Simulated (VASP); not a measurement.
Rh, 2 atoms in the cell. It takes space group Cmcm (No. 63, orthorhombic). The conventional cell has a = 2.799 Å, b = 4.730 Å, c = 4.428 Å, α = 90.00°, β = 90.00°, γ = 90.00°. Rh (site symmetry m2m) has 12 Rh at 2.72 to 2.80 Å within 3.6 Å.  This cell differs from its parent crystal: strain +0.0250 x Voigt [1, 0, 0, 0, 0, 0].

```yaml
Program: VASP 6.6.1
Task: single point
Functional: LDA
Potentials_or_basis: VASP PAW LDA potentials, release 64 (Rh_pv)
Cutoff: 520 eV
k_mesh: 18 × 18 × 12
Occupations: methfessel-paxton, width 0.02 eV
Spin: no spin polarisation
Dipole_correction: no
Further_INCAR_settings: ALGO = Fast; EDIFF = 1e-07; NBANDS = 22
```

Potentials or basis: VASP PAW LDA potentials, release 64 (Rh_pv).

Launch:

```bash
$ cat potpaw_LDA.64/Rh_pv/POTCAR > POTCAR
$ mpirun -np 1 vasp_std > vasp.out
```

Hardware: 1 thread of Intel Xeon 6975P-C, with other jobs on the host.

Question: Estimate the wall time of this run.

Answer: Run time: 3.4 min on 1 thread of Intel Xeon 6975P-C (shared host), peak memory 0.39 GiB. Counts: scf iterations 13, k points 637.
